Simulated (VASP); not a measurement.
# AlSn (P-6m2) in VASP: further runs, part 2 of 2

VASP 6.6.1. Earlier steps stand in the parts before.

## Step 4: Relaxation of cell and atoms, PBEsol+D4

INCAR

```
PREC = Accurate ; ENCUT = 600
EDIFF = 1E-7 ; ISMEAR = -1
SIGMA = 0.05 ; LREAL = False
LASPH = True ; NELM = 80
ALGO = Normal ; ISIF = 3
LWAVE = False ; LCHARG = False
GGA = PS ; IVDW = 13
IBRION = 2 ; NSW = 60
EDIFFG = -0.01
```

KPOINTS

```
regular mesh
0
Gamma
  7 7 8
```

POSCAR

```
AlSn
1.0
    4.1981056157      0.0000000000      0.0000000000
   -2.0990528078      3.6356661109      0.0000000000
    0.0000000000      0.0000000000      3.3068470000
Sn Al
1 1
Direct
    0.3333333333      0.6666666667      0.5000000000
    0.0000000000      0.0000000000      0.0000000000
```

Potentials or basis: VASP PAW PBE potentials, release 64 (Sn_d, Al).

Run with:

```console
$ cat potpaw_PBE.64/Sn_d/POTCAR potpaw_PBE.64/Al/POTCAR > POTCAR
$ mpirun -np 1 vasp_std > vasp.out
```

OUTCAR:

```text
PREC = Accurate
   ENCUT = 600
   EDIFF = 1E-7
   ISMEAR = -1
   LREAL = False
   LASPH = True
   NELM = 80
   ISIF = 3
   GGA = PS
   IVDW = 13
   IBRION = 2
   NSW = 60
   EDIFFG = -0.01

 ion  position               nearest neighbor table
   1  0.333  0.667  0.500-   2 2.93   2 2.93   2 2.93   2 2.93   2 2.93   2 2.93
   2  0.000  0.000  0.000-   1 2.93   1 2.93   1 2.93   1 2.93   1 2.93   1 2.93

  LATTYP: Found a hexagonal cell.
 ALAT       =     4.1981056157
 C/A-ratio  =     0.7876998110

  Lattice vectors:

 A1 = (   4.1981056157,   0.0000000000,   0.0000000000)
 A2 = (  -2.0990528078,   3.6356661109,   0.0000000000)
 A3 = (   0.0000000000,   0.0000000000,   3.3068470000)

Analysis of symmetry for initial positions (statically):
=====================================================================
 Subroutine PRICEL returns:
 Original cell was already a primitive cell.

 Routine SETGRP: Setting up the symmetry group for a
 hexagonal supercell.

 Subroutine GETGRP returns: Found 12 space group operations
 (whereof 12 operations were pure point group operations)
 out of a pool of 24 trial point group operations.

The static configuration has the point symmetry D_3h.

Analysis of symmetry for dynamics (positions and initial velocities):
=====================================================================
 Subroutine PRICEL returns:
 Original cell was already a primitive cell.

 Routine SETGRP: Setting up the symmetry group for a
 hexagonal supercell.

 Subroutine GETGRP returns: Found 12 space group operations
 (whereof 12 operations were pure point group operations)
 out of a pool of 24 trial point group operations.

The dynamic configuration has the point symmetry D_3h.

 Subroutine INISYM returns: Found 12 space group operations
 (whereof 12 operations are pure point group operations),
 and found     1 'primitive' translations

----------------------------------------------------------------------------------------

                                     Primitive cell

  volume of cell :      50.4721

  direct lattice vectors                    reciprocal lattice vectors
     4.198105616  0.000000000  0.000000000     0.238202678  0.137526380  0.000000000
    -2.099052808  3.635666111  0.000000000     0.000000000  0.275052760  0.000000000
     0.000000000  0.000000000  3.306847000     0.000000000  0.000000000  0.302402863

  length of vectors
     4.198105616  4.198105616  3.306847000     0.275052760  0.275052760  0.302402863

  position of ions in fractional coordinates (direct lattice)
     0.333333333  0.666666667  0.500000000
     0.000000000  0.000000000  0.000000000

  ion indices of the primitive-cell ions
   primitive index   ion index
                 1           1
                 2           2

----------------------------------------------------------------------------------------

 KPOINTS: regular mesh

Automatic generation of k-mesh.
 Grid dimensions read from file:
 generate k-points for:    7    7    8

 Generating k-lattice:

  Cartesian coordinates                     Fractional coordinates (reciprocal lattice)
     0.034028954  0.019646626  0.000000000     0.142857143  0.000000000  0.000000000
     0.000000000  0.039293251  0.000000000     0.000000000  0.142857143  0.000000000
     0.000000000  0.000000000  0.037800358     0.000000000  0.000000000  0.125000000

  Length of vectors
     0.039293251  0.039293251  0.037800358

  Shift w.r.t. Gamma in fractional coordinates (k-lattice)
     0.000000000  0.000000000  0.000000000

 Subroutine IBZKPT returns following result:
 ===========================================

 Found     40 irreducible k-points:

 Following reciprocal coordinates:
            Coordinates               Weight
  0.000000  0.000000  0.000000      1.000000
  0.142857  0.000000  0.000000      6.000000
  0.285714  0.000000  0.000000      6.000000
  0.428571  0.000000  0.000000      6.000000
  0.142857  0.142857  0.000000      6.000000
  0.285714  0.142857  0.000000     12.000000
[... 16 lines left out ...]
  0.428571  0.142857  0.250000     12.000000
  0.285714  0.285714  0.250000     12.000000
 [... further k-points ...]
   k-points           NKPTS =     40   k-points in BZ     NKDIM =     40   number of bands    NBANDS=     12
   number of dos      NEDOS =    301   number of ions     NIONS =      2
   total plane-waves  NPLWV =  36288
   dimension x,y,z NGX =    36 NGY =   36 NGZ =   28
   dimension x,y,z NGXF=    72 NGYF=   72 NGZF=   56
   ions per type =               1   1
   NGX,Y,Z   is equivalent  to a cutoff of  14.26, 14.26, 14.08 a.u.
   NGXF,Y,Z  is equivalent  to a cutoff of  28.51, 28.51, 28.15 a.u.
 SYSTEM =  unknown system
   PREC   = accura    normal or accurate (medium, high low for compatibility)
   ISTART =      0    job   : 0-new  1-cont  2-samecut
   ICHARG =      2    charge: 1-file 2-atom 10-const
   ISPIN  =      1    spin polarized calculation?
   LNONCOLLINEAR =      F non collinear calculations
   LSORBIT =      F    spin-orbit coupling
   LASPH  =      T    aspherical Exc in radial PAW
   ENCUT  =  600.0 eV  44.10 Ry    6.64 a.u.   8.38  8.38  6.60*2*pi/ulx,y,z
   NELM   =     80;   NELMIN=  2; NELMDL= -5     # of ELM steps
   EDIFF  = 0.1E-06   stopping-criterion for ELM
   LREAL  =      F    real-space projection
   EDIFFG = -.1E-01   stopping-criterion for IOM
   NSW    =     60    number of steps for IOM
   IBRION =      2    ionic relax: 0-MD 1-quasi-New 2-CG
   NFREE  =      1    steps in history (QN), initial steepest desc. (CG)
   ISIF   =      3    stress and relaxation
   ISYM   =      2    0-nonsym 1-usesym 2-fastsym
   POTIM  = 0.5000    time-step for ionic-motion
   TEBEG  =    0.0;   TEEND  =   0.0 temperature during run
   PSTRESS=    0.0 pullay stress
   NELECT =      17.0000    total number of electrons
   NUPDOWN=      -1.0000    fix difference up-down
   EMIN   =  10.00;   EMAX   =-10.00  energy-range for DOS
   EFERMI =   0.00;   METHOD = LEGACY
   ISMEAR =    -1;   SIGMA  =   0.05  broadening in eV -4-tet -1-fermi 0-gaus
   EFERMI_NEDOS =   21; number of points for ismear=-14 and -15
   IALGO  =     38    algorithm
   IMIX   =      4    mixing-type and parameters
     AMIX     =   0.40;   BMIX     =  1.00
     AMIX_MAG =   1.60;   BMIX_MAG =  1.00
  volume/ion in A,a.u.               =      25.24       170.30
  Fermi-wavevector in a.u.,A,eV,Ry     =   1.139044  2.152482 17.652500  1.297422
  Thomas-Fermi vector in A             =   2.275748
   LORBIT       =      0    0 simple, 1 ext, 2 COOP (PROOUT), +10 PAW based schemes
   GGA     = PS    functional components
   LHFCALC =     F    Hartree Fock is set to
   AEXX    =    0.0000 exact exchange contribution
   IVDW    =    13    specifies the selected vdW correction
   LEPSILON=     F    determine dielectric tensor
   LRPA    =     F    only Hartree local field effects (RPA)
 conjugate gradient relaxation of ions
 non-spin polarized calculation
  energy-cutoff  :      600.00
  volume of cell :       50.47
 maximum number of plane-waves:      1730
 NGX is ok and might be reduce to    36
   NGX = 17   NGY = 17   NGZ = 13

--------------------------------------- Ionic step        1  -------------------------------------------

 number of electron      17.0000000 magnetization

 Free energy of the ion-electron system (eV)
  ---------------------------------------------------
  ext. energy  EPLUGINS =         0.00000000
  ---------------------------------------------------
  free energy    TOTEN  =        -7.96627085 eV

  energy without entropy =       -7.96233905  energy(sigma->0) =       -7.96430495

------------------------ aborting loop because EDIFF is reached ----------------------------------------

  DFT-D4 for vdW energy calculation

  Edisp (eV):   -0.38723
[... 151 lines left out ...]
--------------------------------------- Ionic step        5  -------------------------------------------

 number of electron      16.9999999 magnetization

 Free energy of the ion-electron system (eV)
  ---------------------------------------------------
  ext. energy  EPLUGINS =         0.00000000
  ---------------------------------------------------
  free energy    TOTEN  =        -7.97232101 eV

  energy without entropy =       -7.96829926  energy(sigma->0) =       -7.97031013

 E-fermi :   6.9348     XC(G=0):  -9.9303

 val. band max:        6.8200944509   @ k =   0.2857   0.2857   0.2500
 cond. band min:       7.0038516387   @ k =   0.0000   0.0000   0.1250
 fundamental gap:      0.1837571878
 Fermi energy:         6.9347647362

 k-point     1 :       0.0000    0.0000    0.0000
  band No.  band energies     occupation
      1     -14.3694      2.00000
      2     -14.2494      2.00000
      3     -14.2494      2.00000
      4     -14.2251      2.00000
      5     -14.2251      2.00000
      6      -3.9128      2.00000
      7       6.7653      1.93479
      8       6.7653      1.93479
      9       8.0735      0.00000
     10       9.4654      0.00000
     11      10.1568      0.00000
     12      10.1568      0.00000
[... 331 lines left out ...]
 k-point    24 :       0.2857    0.2857    0.2500
  band No.  band energies     occupation
      1     -14.2743      2.00000
      2     -14.2700      2.00000
      3     -14.2543      2.00000
      4     -14.2378      2.00000
      5     -14.2263      2.00000
      6      -0.7959      2.00000
      7       1.5182      2.00000
      8       3.8698      2.00000
      9       6.8201      1.81666
     10       8.5378      0.00000
     11      11.0334      0.00000
     12      12.8366      0.00000

 [... further k-points ...]

------------------------ aborting loop because EDIFF is reached ----------------------------------------

  DFT-D4 for vdW energy calculation

  Edisp (eV):   -0.40958
[... 25 lines left out ...]
  FREE ENERGIE OF THE ION-ELECTRON SYSTEM (eV)
  ---------------------------------------------------
  free  energy   TOTEN  =        -8.3819039410 eV

  energy  without entropy=       -8.3778821861  energy(sigma->0) =       -8.37989306

 reached required accuracy - stopping structural energy minimisation
```

It took 2.5 min on 1 thread of AMD EPYC 7R43 (Zen 3), shared host; peak memory 0.18 GiB.

What came out:

```yaml
Free_energy: -8.3819 eV
Relaxed_volume: 23.80 Å³/atom
Relaxed_cell: a = 4.103 Å, b = 4.103 Å, c = 3.265 Å, α = 90.00°, β = 90.00°, γ = 120.00°
Space_group_after_relaxing_to_0.05_Å: P-6m2 (No. 187)
Energy_gained_by_relaxing: 14.2 meV/atom
Ionic_steps: 5
Pressure_after_relaxing: 0.0 GPa
Dispersion_energy_per_atom: -0.205 eV
```

Step by step:
| step | energy change (eV) | largest force (eV/Å) | pressure (GPa) | volume (Å³) |
| --- | --- | --- | --- | --- |
| 1 | 0.0000 | 0.0000 | -2.98 | 50.47 |
| 2 | -0.0262 | 0.0000 | 0.75 | 47.12 |
| 3 | -0.0274 | 0.0000 | 0.02 | 47.68 |
| 4 | -0.0283 | 0.0000 | 0.02 | 47.62 |
| 5 | -0.0284 | 0.0000 | 0.01 | 47.60 |

Final structure:
```cif
data_structure
_symmetry_space_group_name_H-M 'P 1'
_symmetry_Int_Tables_number 1
_cell_length_a 4.1027
_cell_length_b 4.1027
_cell_length_c 3.2653
_cell_angle_alpha 90.000
_cell_angle_beta 90.000
_cell_angle_gamma 120.000
_cell_volume 47.60
loop_
_atom_site_label
_atom_site_type_symbol
_atom_site_fract_x
_atom_site_fract_y
_atom_site_fract_z
_atom_site_occupancy
Sn1 Sn 0.33333 0.66667 0.50000 1
Al1 Al 0.00000 0.00000 0.00000 1
```

Levels at points of the mesh, in eV from the Fermi level:
```csv
k point,band 6,band 7,band 8,band 9,band 10,band 11
"(0.00, 0.00, 0.00)",-10.85,-0.17,-0.17,1.14,2.53,3.22
"(0.00, 0.00, 0.50)",-7.71,-6.52,2.87,2.87,3.77,3.77
```

Caveat: the PAW data sets were made with another functional, which shifts forces and pressure a little; spin-orbit coupling is left out, which moves the levels of the heavy elements; pairwise dispersion overbinds metals, which lowers pressure and volume.

## Step 5: Summary

| level | gap on the mesh (eV) | pressure (GPa) | relaxed volume (Å³/atom) |
| --- | --- | --- | --- |
| BLYP | none | 0.0 | 27.46 |
| PBEsol+D3(BJ) | none | 0.0 | 23.45 |
| PBEsol+D4 | none | 0.0 | 23.80 |

Alike in all rows: task relaxation of cell and atoms; potentials or basis VASP PAW PBE potentials, release 64 (Sn_d, Al); no spin polarisation; cell relaxed; k mesh 7 × 7 × 8; cutoff (eV) 600; smearing fermi-dirac 0.05 eV.

Caveats: the PAW data sets were made with another functional, which shifts forces and pressure a little; spin-orbit coupling is left out, which moves the levels of the heavy elements; pairwise dispersion overbinds metals, which lowers pressure and volume (some runs).

Absolute energies hang on the potentials; compare differences alone.
